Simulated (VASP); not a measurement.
# Zn (P6_3/mmc) in VASP: relaxation of cell and atoms with PBE

Aim: the relaxation of cell and atoms of Zn with PBE.

Program: VASP 6.6.1. These are calculated values, not measurements. Logs are shortened: lines on timing, memory, paths and dates and some standing lists are left out, and cuts for length are marked.

### 1 The cell of the first run

The structure is hexagonal, space group P6_3/mmc (No. 194). The conventional cell has a = 2.600 Å, b = 2.600 Å, c = 4.212 Å, α = 90.00°, β = 90.00°, γ = 120.00°. Zn (site symmetry -6m2) has 12 Zn at 2.59 to 2.60 Å within 3.4 Å.

### 2 Relaxation of cell and atoms, PBE

Contents of INCAR:

```
SYSTEM = Zn
ALGO = Normal ; EDIFF = 1E-7
EDIFFG = -0.005 ; ENCUT = 600
GGA = PE ; IBRION = 2
ISIF = 3 ; ISMEAR = -1
LASPH = .True. ; LCHARG = .False.
LREAL = .False. ; LWAVE = .False.
NELM = 100 ; NSW = 100
PREC = Accurate ; SIGMA = 0.08
```

Contents of KPOINTS:

```
k-points
0
Gamma
  18 18 10
  0 0 0
```

Contents of POSCAR:

```
Zn
1.0
    2.5999363723      0.0000000000      0.0000000000
   -1.2999681861      2.2516109466      0.0000000000
    0.0000000000      0.0000000000      4.2118969231
Zn
2
Direct
    0.3333333333      0.6666666667      0.2500000000
    0.6666666667      0.3333333333      0.7500000000
```

Potentials or basis: VASP PAW PBE potentials, release 64 (Zn).

On the command line:

```console
cat potpaw_PBE.64/Zn/POTCAR > POTCAR
mpirun -np 1 vasp_std > vasp.out
```

OUTCAR:

```text
SYSTEM = Zn
   EDIFF = 1E-7
   EDIFFG = -0.005
   ENCUT = 600
   GGA = PE
   IBRION = 2
   ISIF = 3
   ISMEAR = -1
   LASPH = .True.
   LREAL = .False.
   NELM = 100
   NSW = 100
   PREC = Accurate

 ion  position               nearest neighbor table
   1  0.333  0.667  0.250-   2 2.59   2 2.59   2 2.59   2 2.59   2 2.59   2 2.59
   2  0.667  0.333  0.750-   1 2.59   1 2.59   1 2.59   1 2.59   1 2.59   1 2.59

  LATTYP: Found a hexagonal cell.
 ALAT       =     2.5999363723
 C/A-ratio  =     1.6200000000

  Lattice vectors:

 A1 = (   2.5999363723,   0.0000000000,   0.0000000000)
 A2 = (  -1.2999681861,   2.2516109466,   0.0000000000)
 A3 = (   0.0000000000,   0.0000000000,   4.2118969231)

Analysis of symmetry for initial positions (statically):
=====================================================================
 Subroutine PRICEL returns:
 Original cell was already a primitive cell.

 Routine SETGRP: Setting up the symmetry group for a
 hexagonal supercell.

 Subroutine GETGRP returns: Found 24 space group operations
 (whereof 12 operations were pure point group operations)
 out of a pool of 24 trial point group operations.

The static configuration has the point symmetry D_3d.
 The point group associated with its full space group is D_6h.

Analysis of symmetry for dynamics (positions and initial velocities):
=====================================================================
 Subroutine PRICEL returns:
 Original cell was already a primitive cell.

 Routine SETGRP: Setting up the symmetry group for a
 hexagonal supercell.

 Subroutine GETGRP returns: Found 24 space group operations
 (whereof 12 operations were pure point group operations)
 out of a pool of 24 trial point group operations.

The dynamic configuration has the point symmetry D_3d.
 The point group associated with its full space group is D_6h.

 Subroutine INISYM returns: Found 24 space group operations
 (whereof 12 operations are pure point group operations),
 and found     1 'primitive' translations

----------------------------------------------------------------------------------------

                                     Primitive cell

  volume of cell :      24.6566

  direct lattice vectors                    reciprocal lattice vectors
     2.599936372  0.000000000  0.000000000     0.384624797  0.222063230  0.000000000
    -1.299968186  2.251610947  0.000000000     0.000000000  0.444126460  0.000000000
     0.000000000  0.000000000  4.211896923     0.000000000  0.000000000  0.237422714

  length of vectors
     2.599936372  2.599936372  4.211896923     0.444126460  0.444126460  0.237422714

  position of ions in fractional coordinates (direct lattice)
     0.333333333  0.666666667  0.250000000
     0.666666667  0.333333333  0.750000000

  ion indices of the primitive-cell ions
   primitive index   ion index
                 1           1
                 2           2

----------------------------------------------------------------------------------------

 KPOINTS: k-points

Automatic generation of k-mesh.
 Grid dimensions read from file:
 generate k-points for:   18   18   10

 Generating k-lattice:

  Cartesian coordinates                     Fractional coordinates (reciprocal lattice)
     0.021368044  0.012336846  0.000000000     0.055555556  0.000000000  0.000000000
     0.000000000  0.024673692  0.000000000     0.000000000  0.055555556  0.000000000
     0.000000000  0.000000000  0.023742271     0.000000000  0.000000000  0.100000000

  Length of vectors
     0.024673692  0.024673692  0.023742271

  Shift w.r.t. Gamma in fractional coordinates (k-lattice)
     0.000000000  0.000000000  0.000000000

 Subroutine IBZKPT returns following result:
 ===========================================

 Found    222 irreducible k-points:

 Following reciprocal coordinates:
            Coordinates               Weight
  0.000000  0.000000  0.000000      1.000000
  0.055556 -0.000000  0.000000      6.000000
  0.111111 -0.000000  0.000000      6.000000
  0.166667 -0.000000  0.000000      6.000000
  0.222222 -0.000000  0.000000      6.000000
  0.277778 -0.000000  0.000000      6.000000
[... 16 lines left out ...]
  0.333333  0.111111  0.000000     12.000000
  0.388889  0.111111  0.000000     12.000000
 [... further k-points ...]
   k-points           NKPTS =    222   k-points in BZ     NKDIM =    222   number of bands    NBANDS=     16
   number of dos      NEDOS =    301   number of ions     NIONS =      2
   total plane-waves  NPLWV =  20736
   dimension x,y,z NGX =    24 NGY =   24 NGZ =   36
   dimension x,y,z NGXF=    48 NGYF=   48 NGZF=   72
   ions per type =               2
   NGX,Y,Z   is equivalent  to a cutoff of  15.35, 15.35, 14.21 a.u.
   NGXF,Y,Z  is equivalent  to a cutoff of  30.69, 30.69, 28.42 a.u.
 SYSTEM =  Zn
   PREC   = accura    normal or accurate (medium, high low for compatibility)
   ISTART =      0    job   : 0-new  1-cont  2-samecut
   ICHARG =      2    charge: 1-file 2-atom 10-const
   ISPIN  =      1    spin polarized calculation?
   LNONCOLLINEAR =      F non collinear calculations
   LSORBIT =      F    spin-orbit coupling
   LASPH  =      T    aspherical Exc in radial PAW
   ENCUT  =  600.0 eV  44.10 Ry    6.64 a.u.   5.19  5.19  8.41*2*pi/ulx,y,z
   NELM   =    100;   NELMIN=  2; NELMDL= -5     # of ELM steps
   EDIFF  = 0.1E-06   stopping-criterion for ELM
   LREAL  =      F    real-space projection
   EDIFFG = -.5E-02   stopping-criterion for IOM
   NSW    =    100    number of steps for IOM
   IBRION =      2    ionic relax: 0-MD 1-quasi-New 2-CG
   NFREE  =      1    steps in history (QN), initial steepest desc. (CG)
   ISIF   =      3    stress and relaxation
   ISYM   =      2    0-nonsym 1-usesym 2-fastsym
   POTIM  = 0.5000    time-step for ionic-motion
   TEBEG  =    0.0;   TEEND  =   0.0 temperature during run
   PSTRESS=    0.0 pullay stress
   NELECT =      24.0000    total number of electrons
   NUPDOWN=      -1.0000    fix difference up-down
   EMIN   =  10.00;   EMAX   =-10.00  energy-range for DOS
   EFERMI =   0.00;   METHOD = LEGACY
   ISMEAR =    -1;   SIGMA  =   0.08  broadening in eV -4-tet -1-fermi 0-gaus
   EFERMI_NEDOS =   21; number of points for ismear=-14 and -15
   IALGO  =     38    algorithm
   IMIX   =      4    mixing-type and parameters
     AMIX     =   0.40;   BMIX     =  1.00
     AMIX_MAG =   1.60;   BMIX_MAG =  1.00
  volume/ion in A,a.u.               =      12.33        83.20
  Fermi-wavevector in a.u.,A,eV,Ry     =   1.622435  3.065958 35.814553  2.632295
  Thomas-Fermi vector in A             =   2.716049
   LORBIT       =      0    0 simple, 1 ext, 2 COOP (PROOUT), +10 PAW based schemes
   GGA     = PE    functional components
   LHFCALC =     F    Hartree Fock is set to
   AEXX    =    0.0000 exact exchange contribution
   IVDW    =     0    specifies the selected vdW correction
   LEPSILON=     F    determine dielectric tensor
   LRPA    =     F    only Hartree local field effects (RPA)
 conjugate gradient relaxation of ions
 non-spin polarized calculation
  energy-cutoff  :      600.00
  volume of cell :       24.66
 maximum number of plane-waves:       839
 NGX is ok and might be reduce to    24
   NGX = 11   NGY = 11   NGZ = 17

--------------------------------------- Ionic step        1  -------------------------------------------

 number of electron      24.0000022 magnetization

 Free energy of the ion-electron system (eV)
  ---------------------------------------------------
  ext. energy  EPLUGINS =         0.00000000
  ---------------------------------------------------
  free energy    TOTEN  =        -1.87254019 eV

  energy without entropy =       -1.86531825  energy(sigma->0) =       -1.86892922

------------------------ aborting loop because EDIFF is reached ----------------------------------------

  FORCE on cell =-STRESS in cart. coord.  units (eV):
  Direction    XX          YY          ZZ          XY          YZ          ZX
  --------------------------------------------------------------------------------------
  -------------------------------------------------------------------------------------
  Total        3.5076361      3.5076361      3.8529080      0.0000000      0.0000000      0.0000000
  in kB      227.9246557    227.9246556    250.3602699      0.0000000      0.0000000      0.0000000
  external PRESSURE =     235.4031937 kB  Pullay stress =       0.0000000 kB
[... 89 lines left out ...]
  FREE ENERGIE OF THE ION-ELECTRON SYSTEM (eV)
  ---------------------------------------------------
  free  energy   TOTEN  =        -2.1910818712 eV

  energy  without entropy=       -2.1791268697  energy(sigma->0) =       -2.18510437

[... ionic steps 4 to 24 ...]

--------------------------------------- Ionic step       25  -------------------------------------------

 number of electron      24.0000008 magnetization

------------------------ aborting loop because EDIFF is reached ----------------------------------------

  FORCE on cell =-STRESS in cart. coord.  units (eV):
  Direction    XX          YY          ZZ          XY          YZ          ZX
  --------------------------------------------------------------------------------------
  -------------------------------------------------------------------------------------
  Total        0.0085523      0.0085523      0.0157979      0.0000000      0.0000000      0.0000000
  in kB        0.4466278      0.4466278      0.8250184      0.0000000      0.0000000      0.0000000
  external PRESSURE =       0.5727580 kB  Pullay stress =       0.0000000 kB
[... 57 lines left out ...]
  energy  without entropy=       -2.2166277352  energy(sigma->0) =       -2.21970842

--------------------------------------- Ionic step       27  -------------------------------------------

 number of electron      24.0000010 magnetization

 Free energy of the ion-electron system (eV)
  ---------------------------------------------------
  ext. energy  EPLUGINS =         0.00000000
  ---------------------------------------------------
  free energy    TOTEN  =        -2.22281122 eV

  energy without entropy =       -2.21663658  energy(sigma->0) =       -2.21972390

 E-fermi :   3.0213     XC(G=0): -11.4968

 val. band max:        3.0087548670   @ k =   0.2778   0.1667   0.0000
 cond. band min:       3.0348715802   @ k =   0.2778   0.2778   0.3000
 fundamental gap:      0.0261167132
 Fermi energy:         3.0212761148

 k-point     1 :       0.0000    0.0000    0.0000
  band No.  band energies     occupation
      1      -7.2979      2.00000
      2      -5.6102      2.00000
      3      -4.9050      2.00000
      4      -4.6381      2.00000
      5      -4.6381      2.00000
      6      -4.5973      2.00000
[... 8 lines left out ...]
     15      19.2004      0.00000
     16      21.1240      0.00000
[... 420 lines left out ...]
  band No.  band energies     occupation
      1      -5.2737      2.00000
      2      -5.1826      2.00000
      3      -5.0650      2.00000
      4      -4.6563      2.00000
      5      -4.4795      2.00000
      6      -4.4785      2.00000
[... 8 lines left out ...]
     15       8.2823      0.00000
     16       9.8646      0.00000

 [... further k-points ...]

------------------------ aborting loop because EDIFF is reached ----------------------------------------

  FORCE on cell =-STRESS in cart. coord.  units (eV):
  Direction    XX          YY          ZZ          XY          YZ          ZX
  --------------------------------------------------------------------------------------
  -------------------------------------------------------------------------------------
  Total        0.0028711      0.0028711     -0.0011194      0.0000000      0.0000000      0.0000000
  in kB        0.1499192      0.1499192     -0.0584502      0.0000000      0.0000000      0.0000000
  external PRESSURE =       0.0804627 kB  Pullay stress =       0.0000000 kB
[... 17 lines left out ...]
  FREE ENERGIE OF THE ION-ELECTRON SYSTEM (eV)
  ---------------------------------------------------
  free  energy   TOTEN  =        -2.2228112193 eV

  energy  without entropy=       -2.2166365825  energy(sigma->0) =       -2.21972390

 reached required accuracy - stopping structural energy minimisation
```

It took 16 min on 1 thread of Intel Xeon Platinum 8488C (Sapphire Rapids), shared host; peak memory 0.24 GiB.

What came out:

```
Free energy                           : -2.2228 eV
Relaxed volume                        : 15.34 Å³/atom
Relaxed cell                          : a = 2.640 Å, b = 2.640 Å, c = 5.084 Å, α = 90.00°, β = 90.00°, γ = 120.00°
Space group after relaxing (to 0.1 Å) : P6_3/mmc (No. 194)
Energy gained by relaxing             : 175.1 meV/atom
Ionic steps                           : 27
Pressure after relaxing               : 0.0 GPa
Band gap on the k mesh                : zero (bands 12 and 13 overlap by 5.21 eV)
```

Step by step:
```
step  energy change (eV)  largest force (eV/Å)  pressure (GPa)  volume (Å³)
   1              0.0000                0.0000           23.54        24.66
   2             -0.2992                0.0000           -3.41        31.70
   3             -0.3185                0.0000            0.23        29.88
   4             -0.3186                0.0000           -0.06        30.00
   5             -0.3190                0.0000           -0.04        29.99
   6             -0.3205                0.0000            0.01        29.98
   7             -0.3238                0.0000            0.17        29.94
   8             -0.3302                0.0000            0.74        29.85
   9             -0.3389                0.0000            3.27        29.54
  10             -0.3372                0.0000            1.41        29.74
  11             -0.3418                0.0000            2.26        29.64
  12             -0.3419                0.0000            2.49        29.62
  13             -0.3420                0.0000            2.51        29.62
  14             -0.3423                0.0000            2.52        29.64
  15             -0.3426                0.0000            2.58        29.67
  16             -0.3429                0.0000            2.52        29.69
  17             -0.3437                0.0000            2.37        29.74
  18             -0.3452                0.0000            2.04        29.86
  19             -0.3477                0.0000            1.43        30.08
  20             -0.3501                0.0000            0.31        30.54
  21             -0.3502                0.0000           -0.05        30.69
  22             -0.3502                0.0000            0.01        30.67
  23             -0.3502                0.0000           -0.01        30.67
  24             -0.3503                0.0000           -0.05        30.67
  25             -0.3503                0.0000            0.06        30.68
  26             -0.3502                0.0000            0.06        30.70
  27             -0.3503                0.0000            0.01        30.68
```

Final structure:
```cif
data_structure
_symmetry_space_group_name_H-M 'P 1'
_symmetry_Int_Tables_number 1
_cell_length_a 2.6398
_cell_length_b 2.6398
_cell_length_c 5.0841
_cell_angle_alpha 90.000
_cell_angle_beta 90.000
_cell_angle_gamma 120.000
_cell_volume 30.68
loop_
_atom_site_label
_atom_site_type_symbol
_atom_site_fract_x
_atom_site_fract_y
_atom_site_fract_z
_atom_site_occupancy
Zn1 Zn 0.33333 0.66667 0.25000 1
Zn2 Zn 0.66667 0.33333 0.75000 1
```

Caveat: the volume moved by over 15 % at a fixed basis, so the end points are rough.

The gap in the log of VASP goes by the Fermi energy; the results here count the filled bands.